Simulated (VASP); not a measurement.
# Sr2Ti2HO6 (a cell with a defect) in VASP: a series of runs, part 2 of 2

VASP 6.6.1. Earlier steps stand in the parts before.

## (3) Single point, PBEsol, collinear spin

File INCAR:

```
SYSTEM = Sr2Ti2HO6
  PREC = Accurate
  ENCUT = 520
  EDIFF = 1E-7
  ISMEAR = 0
  SIGMA = 0.05
  LREAL = .FALSE.
  LASPH = .TRUE.
  NELM = 150
  ALGO = Normal
  ISIF = 2
  LWAVE = .FALSE.
  LCHARG = .TRUE.
  ISPIN = 2
  MAGMOM = 0 0 0.2 0 0.2 0 0 0.2 0.2 0 0.2
  LORBIT = 11
  LMAXMIX = 4
  GGA = PS
  LELF = .TRUE.
  LVHAR = .TRUE.
  NBANDS = 56
```

File KPOINTS:

```
Automatic mesh
0
Gamma
  2 2 2
  0.5 0.5 0.5
```

File POSCAR:

```
Sr2Ti2HO6
1.0
    7.7828210000      0.0000000000      0.0000000000
    0.0000000000      3.8914100000      0.0000000000
    0.0000000000      0.0000000000      3.8914100000
Sr Ti O H
2 2 6 1
Direct
    0.9970660000      0.0017360000      0.9943700000
    0.4972190000      0.0047630000      0.9937190000
    0.1939410000      0.4970650000      0.5041510000
    0.7498460000      0.4870910000      0.5071870000
    0.2390150000      0.5054460000      0.0072430000
    0.7620750000      0.4907000000      0.0035300000
    0.0027940000      0.4917340000      0.5025230000
    0.5545320000      0.5193050000      0.4846050000
    0.2461890000      0.9947740000      0.5227520000
    0.7543590000      0.0110830000      0.5065090000
    0.3693760000      0.5058620000      0.4963470000
```

Potentials or basis: VASP PAW PBE potentials, release 64 (Sr_sv, Ti_sv, O, H).

Command:

```console
> cat potpaw_PBE.64/Sr_sv/POTCAR potpaw_PBE.64/Ti_sv/POTCAR potpaw_PBE.64/O/POTCAR potpaw_PBE.64/H/POTCAR > POTCAR
> mpirun -np 1 vasp_std > vasp.out
```

OUTCAR:

```text
SYSTEM = Sr2Ti2HO6
   PREC = Accurate
   ENCUT = 520
   EDIFF = 1E-7
   ISMEAR = 0
   LREAL = .FALSE.
   LASPH = .TRUE.
   NELM = 150
   ISIF = 2
   ISPIN = 2
   LORBIT = 11
   GGA = PS

 ion  position               nearest neighbor table
   1  0.997  0.002  0.994-   6 2.64   9 2.67  10 2.68   5 2.70   6 2.70   7 2.70   5 2.72  10 2.75
                             7 2.75   7 2.76   7 2.80   9 2.83   3 3.11   3 3.14   3 3.16   3 3.18
   2  0.497  0.005  0.994-   9 2.68   8 2.72  10 2.76   8 2.77   5 2.80   6 2.80   5 2.80   8 2.80
                            10 2.83   9 2.84   8 2.85   6 2.87  11 2.92  11 2.92  11 2.93  11 2.94
   3  0.194  0.497  0.504-  11 1.37   7 1.49   5 1.97   9 1.98   5 1.99   9 2.00   1 3.11   1 3.14
                             1 3.16   1 3.18   2 3.59   2 3.62   2 3.63   2 3.66
   4  0.750  0.487  0.507-   8 1.53  10 1.85   6 1.93   6 1.96   7 1.97  10 2.04   1 3.30   2 3.31
                             1 3.35   1 3.36   2 3.37   2 3.39   1 3.42   2 3.45
   5  0.239  0.505  0.007-   3 1.97   3 1.99   1 2.70   1 2.72   2 2.80   2 2.80
   6  0.762  0.491  0.004-   4 1.93   4 1.96   1 2.64   1 2.70   2 2.80   2 2.87
   7  0.003  0.492  0.503-   3 1.49   4 1.97   1 2.70   1 2.75   1 2.76   1 2.80
   8  0.555  0.519  0.485-   4 1.53   2 2.72   2 2.77   2 2.80   2 2.85
   9  0.246  0.995  0.523-   3 1.98   3 2.00   1 2.67   2 2.68   1 2.83   2 2.84
  10  0.754  0.011  0.507-   4 1.85   4 2.04   1 2.68   1 2.75   2 2.76   2 2.83
  11  0.369  0.506  0.496-   3 1.37   2 2.92   2 2.92   2 2.93   2 2.94

  LATTYP: Found a simple tetragonal cell.
 ALAT       =     3.8914100000
 C/A-ratio  =     2.0000002570

  Lattice vectors:

 A1 = (   0.0000000000,   3.8914100000,   0.0000000000)
 A2 = (   0.0000000000,   0.0000000000,   3.8914100000)
 A3 = (   7.7828210000,   0.0000000000,   0.0000000000)

Analysis of symmetry for initial positions (statically):
=====================================================================
 Subroutine PRICEL returns:
 Original cell was already a primitive cell.

 Routine SETGRP: Setting up the symmetry group for a
 simple tetragonal supercell.

[... 634 lines left out ...]
  Direction    XX          YY          ZZ          XY          YZ          ZX
  --------------------------------------------------------------------------------------
  -------------------------------------------------------------------------------------
  Total       64.5134520      6.9474643      6.2250593     -0.2818349     -0.1254278      0.2778994
  in kB      877.0206920     94.4465027     84.6258510     -3.8313725     -1.7051142      3.7778712
  external PRESSURE =     352.0310152 kB  Pullay stress =       0.0000000 kB

 VOLUME and BASIS-vectors are now :
 -----------------------------------------------------------------------------
  energy-cutoff  :      520.00
  volume of cell :      117.86
      direct lattice vectors                 reciprocal lattice vectors
     7.782821000  0.000000000  0.000000000     0.128488115  0.000000000  0.000000000
     0.000000000  3.891410000  0.000000000     0.000000000  0.256976263  0.000000000
     0.000000000  0.000000000  3.891410000     0.000000000  0.000000000  0.256976263

 POSITION                                       TOTAL-FORCE (eV/Angst)
 -----------------------------------------------------------------------------------
      7.75999      0.00676      3.86950        -0.826460     -0.119040      0.211241
      3.86977      0.01853      3.86697        -0.095338     -0.111002      0.144078
      1.50941      1.93428      1.96186        11.618087     -0.013711      0.592792
      5.83592      1.89547      1.97367         9.027595     -0.333284      0.720961
      1.86021      1.96690      0.02819        -0.708165     -0.225263      0.017864
      5.93109      1.90951      0.01374         0.789408      0.220392     -0.205003
      0.02175      1.91354      1.95552       -15.296345      0.193210     -0.370478
      4.31582      2.02083      1.88580       -12.805560      1.227841     -0.682583
      1.91604      3.87107      2.03424        -0.850822      0.312181     -0.271211
      5.87104      0.04313      1.97103         1.080949     -1.196026      0.060486
      2.87479      1.96852      1.93149         8.066651      0.044701     -0.218147
 -----------------------------------------------------------------------------------
    total drift:                               -0.001510      0.000274     -0.001432

  FREE ENERGIE OF THE ION-ELECTRON SYSTEM (eV)
  ---------------------------------------------------
  free  energy   TOTEN  =       -78.0008725709 eV

  energy  without entropy=      -78.0008725709  energy(sigma->0) =      -78.00087257

 total charge

# of ion       s       p       d       tot
------------------------------------------
    1        2.002   5.772   0.246   8.020
    2        1.992   5.751   0.183   7.926
    3        2.337   6.539   2.462  11.338
    4        2.320   6.452   2.287  11.058
    5        1.554   3.470   0.000   5.024
    6        1.560   3.490   0.000   5.050
    7        1.616   3.620   0.000   5.236
    8        1.610   3.547   0.000   5.157
    9        1.552   3.468   0.000   5.020
   10        1.563   3.491   0.000   5.054
   11        0.566   0.048   0.000   0.615
--------------------------------------------------
tot         18.672  45.650   5.178  69.499

 magnetization (x)

# of ion       s       p       d       tot
------------------------------------------
    1       -0.000  -0.000   0.000  -0.000
    2        0.000  -0.000   0.000  -0.000
    3        0.003   0.143   0.122   0.269
    4        0.006   0.017   0.105   0.127
    5        0.000   0.020   0.000   0.020
    6        0.000  -0.001   0.000  -0.001
    7        0.007   0.098   0.000   0.105
    8        0.021   0.129   0.000   0.150
    9        0.000   0.024   0.000   0.024
   10        0.000   0.000   0.000   0.000
   11        0.223   0.011   0.000   0.235
--------------------------------------------------
tot          0.261   0.441   0.227   0.929
```

stdout:

```text
POSCAR found type information on POSCAR SrTiO H
 POSCAR found :  4 types and      11 ions
 scaLAPACK will be used
 -----------------------------------------------------------------------------
|                                                                             |
|                                                                             |
|     You enforced a specific xc type in the INCAR file but a different       |
|     I HOPE YOU KNOW WHAT YOU ARE DOING!                                     |
|                                                                             |
 -----------------------------------------------------------------------------

 LDA part: xc-table for (Slater+PW92), standard interpolation
 POSCAR, INCAR and KPOINTS ok, starting setup
 FFT: planning ... GRIDC
 FFT: planning ... GRID_SOFT
 FFT: planning ... GRID
 WAVECAR not read
 entering main loop
```

It took 98 s on 1 thread of Intel Xeon Platinum 8259CL at 2.50GHz (Skylake/Cascade Lake), shared host; peak memory 0.28 GiB.

Results:

```
Free energy                                           : -78.0009 eV
Pressure                                              : 35.2 GPa
Largest force                                         : 15.302 eV/Å
Band gap on the k mesh                                : 0.68 eV
Net moment                                            : 1.00 μB per cell
Site moments                                          : Sr -0.00; Ti +0.27, +0.13; O +0.02, -0.00, +0.10, +0.15, +0.00 (each value once); H +0.23 μB
Valence electrons inside the program's atomic spheres : Sr 8.02, 7.93; Ti 11.34, 11.06; O 5.02, 5.05, 5.24, 5.16 (each value once); H 0.61
```

Forces in eV/Å, atoms in the order of the input:
```
Sr   -0.826  -0.119   0.211
Sr   -0.095  -0.111   0.144
Ti   11.618  -0.014   0.593
Ti    9.028  -0.333   0.721
O    -0.708  -0.225   0.018
O     0.789   0.220  -0.205
O   -15.296   0.193  -0.370
O   -12.806   1.228  -0.683
O    -0.851   0.312  -0.271
O     1.081  -1.196   0.060
H     8.067   0.045  -0.218
```

Caveat: the k points lie up to 0.81 Å⁻¹ apart; atoms lie so close that the PAW spheres overlap strongly, which falsifies energies and pressures; the PAW data sets were made with another functional, which shifts forces and pressure a little.

## (4) Single point, PBEsol, collinear spin

File INCAR:

```
SYSTEM = Sr2Ti2HO6
  PREC = Accurate
  ENCUT = 520
  EDIFF = 1E-6
  ISMEAR = -1
  SIGMA = 0.05
  LREAL = .False.
  LASPH = .True.
  NELM = 150
  ALGO = Normal
  ISIF = 2
  LWAVE = .False.
  LCHARG = .False.
  ISPIN = 2
  MAGMOM = 0 0 0.22 0 0.22 0 0 0.22 0.22 0 0.22
  LORBIT = 11
  LMAXMIX = 4
  GGA = PS
  NBANDS = 56
```

KPOINTS is that of step 3.

POSCAR is that of step 3.

Potentials or basis: VASP PAW PBE potentials, release 64 (Sr_sv, Ti_sv, O, H).

Command:

```console
> cat potpaw_PBE.64/Sr_sv/POTCAR potpaw_PBE.64/Ti_sv/POTCAR potpaw_PBE.64/O/POTCAR potpaw_PBE.64/H/POTCAR > POTCAR
> mpirun -np 1 vasp_std > vasp.out
```

OUTCAR:

```text
SYSTEM = Sr2Ti2HO6
   PREC = Accurate
   ENCUT = 520
   EDIFF = 1E-6
   ISMEAR = -1
   LREAL = .False.
   LASPH = .True.
   NELM = 150
   ISIF = 2
   ISPIN = 2
   LORBIT = 11
   GGA = PS

 ion  position               nearest neighbor table
   1  0.997  0.002  0.994-   6 2.64   9 2.67  10 2.68   5 2.70   6 2.70   7 2.70   5 2.72  10 2.75
                             7 2.75   7 2.76   7 2.80   9 2.83   3 3.11   3 3.14   3 3.16   3 3.18
   2  0.497  0.005  0.994-   9 2.68   8 2.72  10 2.76   8 2.77   5 2.80   6 2.80   5 2.80   8 2.80
                            10 2.83   9 2.84   8 2.85   6 2.87  11 2.92  11 2.92  11 2.93  11 2.94
   3  0.194  0.497  0.504-  11 1.37   7 1.49   5 1.97   9 1.98   5 1.99   9 2.00   1 3.11   1 3.14
                             1 3.16   1 3.18   2 3.59   2 3.62   2 3.63   2 3.66
   4  0.750  0.487  0.507-   8 1.53  10 1.85   6 1.93   6 1.96   7 1.97  10 2.04   1 3.30   2 3.31
                             1 3.35   1 3.36   2 3.37   2 3.39   1 3.42   2 3.45
   5  0.239  0.505  0.007-   3 1.97   3 1.99   1 2.70   1 2.72   2 2.80   2 2.80
   6  0.762  0.491  0.004-   4 1.93   4 1.96   1 2.64   1 2.70   2 2.80   2 2.87
   7  0.003  0.492  0.503-   3 1.49   4 1.97   1 2.70   1 2.75   1 2.76   1 2.80
   8  0.555  0.519  0.485-   4 1.53   2 2.72   2 2.77   2 2.80   2 2.85
   9  0.246  0.995  0.523-   3 1.98   3 2.00   1 2.67   2 2.68   1 2.83   2 2.84
  10  0.754  0.011  0.507-   4 1.85   4 2.04   1 2.68   1 2.75   2 2.76   2 2.83
  11  0.369  0.506  0.496-   3 1.37   2 2.92   2 2.92   2 2.93   2 2.94

  LATTYP: Found a simple tetragonal cell.
 ALAT       =     3.8914100000
 C/A-ratio  =     2.0000002570

  Lattice vectors:

 A1 = (   0.0000000000,   3.8914100000,   0.0000000000)
 A2 = (   0.0000000000,   0.0000000000,   3.8914100000)
 A3 = (   7.7828210000,   0.0000000000,   0.0000000000)

Analysis of symmetry for initial positions (statically):
=====================================================================
 Subroutine PRICEL returns:
 Original cell was already a primitive cell.

 Routine SETGRP: Setting up the symmetry group for a
 simple tetragonal supercell.
[... 632 lines left out ...]

  FORCE on cell =-STRESS in cart. coord.  units (eV):
  Direction    XX          YY          ZZ          XY          YZ          ZX
  --------------------------------------------------------------------------------------
  -------------------------------------------------------------------------------------
  Total       64.4999628      6.9423475      6.2196555     -0.2818845     -0.1252784      0.2779336
  in kB      876.8373148     94.3769439     84.5523903     -3.8320461     -1.7030822      3.7783369
  external PRESSURE =     351.9222163 kB  Pullay stress =       0.0000000 kB

 VOLUME and BASIS-vectors are now :
 -----------------------------------------------------------------------------
  energy-cutoff  :      520.00
  volume of cell :      117.86
      direct lattice vectors                 reciprocal lattice vectors
     7.782821000  0.000000000  0.000000000     0.128488115  0.000000000  0.000000000
     0.000000000  3.891410000  0.000000000     0.000000000  0.256976263  0.000000000
     0.000000000  0.000000000  3.891410000     0.000000000  0.000000000  0.256976263

 POSITION                                       TOTAL-FORCE (eV/Angst)
 -----------------------------------------------------------------------------------
      7.75999      0.00676      3.86950        -0.826598     -0.119019      0.211233
      3.86977      0.01853      3.86697        -0.095428     -0.111007      0.144093
      1.50941      1.93428      1.96186        11.618597     -0.014191      0.593236
      5.83592      1.89547      1.97367         9.027889     -0.333619      0.721383
      1.86021      1.96690      0.02819        -0.708165     -0.225272      0.017800
      5.93109      1.90951      0.01374         0.789338      0.220349     -0.205092
      0.02175      1.91354      1.95552       -15.296768      0.193566     -0.370851
      4.31582      2.02083      1.88580       -12.805896      1.228049     -0.682867
      1.91604      3.87107      2.03424        -0.850794      0.312224     -0.271176
      5.87104      0.04313      1.97103         1.080846     -1.195951      0.060500
      2.87479      1.96852      1.93149         8.066978      0.044870     -0.218258
 -----------------------------------------------------------------------------------
    total drift:                               -0.000077      0.000227     -0.001344

  FREE ENERGIE OF THE ION-ELECTRON SYSTEM (eV)
  ---------------------------------------------------
  free  energy   TOTEN  =       -78.0009042584 eV

  energy  without entropy=      -78.0006497201  energy(sigma->0) =      -78.00077699

 total charge

# of ion       s       p       d       tot
------------------------------------------
    1        2.002   5.772   0.246   8.020
    2        1.992   5.751   0.183   7.926
    3        2.337   6.539   2.462  11.338
    4        2.320   6.452   2.287  11.058
    5        1.554   3.470   0.000   5.024
    6        1.560   3.490   0.000   5.050
    7        1.616   3.620   0.000   5.236
    8        1.610   3.547   0.000   5.157
    9        1.552   3.468   0.000   5.020
   10        1.563   3.491   0.000   5.054
   11        0.566   0.048   0.000   0.614
--------------------------------------------------
tot         18.671  45.650   5.178  69.499

 magnetization (x)

# of ion       s       p       d       tot
------------------------------------------
    1       -0.000  -0.000   0.000  -0.000
    2        0.000  -0.000   0.000  -0.000
    3        0.003   0.143   0.122   0.269
    4        0.006   0.017   0.105   0.127
    5        0.000   0.020   0.000   0.020
    6        0.000  -0.001   0.000  -0.001
    7        0.007   0.098   0.000   0.105
    8        0.021   0.129   0.000   0.150
    9        0.000   0.024   0.000   0.024
   10        0.000   0.000   0.000   0.000
   11        0.223   0.011   0.000   0.234
--------------------------------------------------
tot          0.261   0.441   0.227   0.929
```

OSZICAR:

```text
N       E                     dE             d eps       ncg     rms          rms(c)
DAV:   1     0.100882914312E+04    0.10088E+04   -0.40136E+04   896   0.160E+03
DAV:   2     0.573573809036E+02   -0.95147E+03   -0.88274E+03   936   0.474E+02
DAV:   3    -0.831178555315E+02   -0.14048E+03   -0.13742E+03  1176   0.176E+02
DAV:   4    -0.926703826869E+02   -0.95525E+01   -0.95111E+01  1392   0.415E+01
DAV:   5    -0.929923641399E+02   -0.32198E+00   -0.32173E+00  1168   0.685E+00    0.549E+01
DAV:   6    -0.772837396413E+02    0.15709E+02   -0.76395E+01  1344   0.670E+01    0.258E+01
DAV:   7    -0.780836325628E+02   -0.79989E+00   -0.17941E+01  1248   0.293E+01    0.197E+01
DAV:   8    -0.779764498087E+02    0.10718E+00   -0.22586E+00  1312   0.128E+01    0.385E+00
DAV:   9    -0.779928171777E+02   -0.16367E-01   -0.49069E-01  1296   0.437E+00    0.157E+00
DAV:  10    -0.779965487643E+02   -0.37316E-02   -0.33094E-02  1352   0.108E+00    0.936E-01
DAV:  11    -0.780008206264E+02   -0.42719E-02   -0.18558E-02  1168   0.886E-01    0.257E-01
DAV:  12    -0.780007864833E+02    0.34143E-04   -0.22688E-03  1272   0.322E-01    0.122E-01
DAV:  13    -0.780008710269E+02   -0.84544E-04   -0.40455E-04  1432   0.117E-01    0.631E-02
DAV:  14    -0.780009029610E+02   -0.31934E-04   -0.10467E-04  1280   0.543E-02    0.300E-02
DAV:  15    -0.780009045094E+02   -0.15484E-05   -0.20947E-05  1416   0.243E-02    0.128E-02
DAV:  16    -0.780009042584E+02    0.25100E-06   -0.31746E-06  1000   0.128E-02
   1 F= -.78000904E+02 E0= -.78000777E+02  d E =-.254538E-03  mag=     0.9994
```

Wall time 85 s (1 thread of Intel Xeon Platinum 8259CL at 2.50GHz (Skylake/Cascade Lake), shared host); peak memory 0.28 GiB.

What came out:

```yaml
Free_energy: -78.0009 eV
Pressure: 35.2 GPa
Largest_force: 15.302 eV/Å
Band_gap_on_the_k_mesh: 0.68 eV
Net_moment: 1.00 μB per cell
Site_moments: Sr -0.00; Ti +0.27, +0.13; O +0.02, -0.00, +0.10, +0.15, +0.00 (each value once); H +0.23 μB
Valence_electrons_inside_the_program's_atomic_spheres: Sr 8.02, 7.93; Ti 11.34, 11.06; O 5.02, 5.05, 5.24, 5.16 (each value once); H 0.61
```

Forces in eV/Å, atoms in the order of the input:
```
Sr   -0.827  -0.119   0.211
Sr   -0.095  -0.111   0.144
Ti   11.619  -0.014   0.593
Ti    9.028  -0.334   0.721
O    -0.708  -0.225   0.018
O     0.789   0.220  -0.205
O   -15.297   0.194  -0.371
O   -12.806   1.228  -0.683
O    -0.851   0.312  -0.271
O     1.081  -1.196   0.060
H     8.067   0.045  -0.218
```

Caveat: the k points lie up to 0.81 Å⁻¹ apart; atoms lie so close that the PAW spheres overlap strongly, which falsifies energies and pressures; the PAW data sets were made with another functional, which shifts forces and pressure a little.
